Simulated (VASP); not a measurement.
Crystal: NaFeN.

```
Na Fe N
1.0
     2.97920    0.00000    0.00000
    -1.48960    2.58006    0.00000
     0.00000    0.00000    9.67759
Na Fe N
2 2 2
Direct
  0.66667 0.33333 0.76069
  0.33333 0.66667 0.26069
  0.00000 0.00000 0.51817
  0.00000 0.00000 0.01817
  0.33333 0.66667 0.56578
  0.66667 0.33333 0.06578
```

Base run:

```yaml
Program: VASP 6.6.1
Functional: PBE
Potentials_or_basis: VASP PAW PBE potentials, release 64 (Na_pv, Fe, N)
Cutoff: 520 eV
k_mesh: 7 × 7 × 2
Occupations: methfessel-paxton, width 0.05 eV
Spin: collinear spin, antiferromagnetic start
Starting_moments: "[0.0, 0.0, 3.5, -3.5, 0.0, 0.0] μB"
Hubbard_terms: Fe d U = 7.0 eV
```

Its results: band gap on the k mesh zero (filled and empty bands overlap); pressure 33.2 GPa; net moment 0.00 μB per cell; site moments Na +0.01, -0.01; Fe +3.65, -3.65; N +0.07, -0.07 μB; largest force 1.218 eV/Å.

**Question.** The run is repeated on the same cell with these changes: hubbard terms from Fe d U = 7.0 eV to Fe d U = 5.0 eV. What comes out?

**Answer.** Band gap on the k mesh zero (filled and empty bands overlap); pressure 24.5 GPa; net moment 0.00 μB per cell; site moments Na +0.02, -0.02; Fe +3.04, -3.04; N +0.01, -0.01 μB; largest force 1.491 eV/Å.

Caveats: forces of over 1 eV/Å act on the atoms, so gaps and moduli don't describe the material at rest.
